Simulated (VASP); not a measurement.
Write the native input for VASP 6.6.1 that does the following.

```yaml
Task: single point
Functional: PBEsol
Potentials_or_basis: VASP PAW PBE potentials, release 64 (Al, Pt)
Cutoff: 520 eV
k_mesh: 14 × 14 × 14
Occupations: gaussian, width 0.1 eV
Spin: no spin polarisation
Dipole_correction: no
Further_INCAR_settings: ALGO = Normal; EDIFF = 1e-06; NBANDS = 15
```

The structure of Al2Pt lies in POSCAR:

```
Al2Pt
1.0
    0.0000000000      2.6463646045      2.6463646045
    2.6463646045      0.0000000000      2.6463646045
    2.6463646045      2.6463646045      0.0000000000
Al Pt
2 1
Direct
    0.2500000000      0.2500000000      0.2500000000
    0.7500000000      0.7500000000      0.7500000000
    0.0000000000      0.0000000000      0.0000000000
```

These files were run (other wordings do the same):

INCAR

```
SYSTEM = Al2Pt
ALGO = Normal
EDIFF = 1E-6
ENCUT = 520
GGA = PS
ISIF = 2
ISMEAR = 0
LASPH = .TRUE.
LCHARG = .FALSE.
LREAL = .FALSE.
LWAVE = .FALSE.
NBANDS = 15
NELM = 60
PREC = Accurate
SIGMA = 0.1
```

KPOINTS

```
k-points
0
G
  14 14 14
  0 0 0
```

Potentials or basis: VASP PAW PBE potentials, release 64 (Al, Pt).

Command:

```console
$ cat potpaw_PBE.64/Al/POTCAR potpaw_PBE.64/Pt/POTCAR > POTCAR
$ mpirun -np 1 vasp_std > vasp.out
```

It gave:

```yaml
Pressure: 90.5 GPa
Band_gap_on_the_k_mesh: zero (band 8 reaches 16.31 eV, above the bottom of band 9 at 10.13 eV)
```

Caveat: the PAW data sets were made with another functional, which shifts forces and pressure a little; spin-orbit coupling is left out, which moves the levels of the heavy elements.

Wall time 48 s on 1 thread of Intel(R) Xeon(R) Platinum 8375C CPU @ 2.90GHz (Ice Lake), on a shared host, peak memory 0.2 GiB.
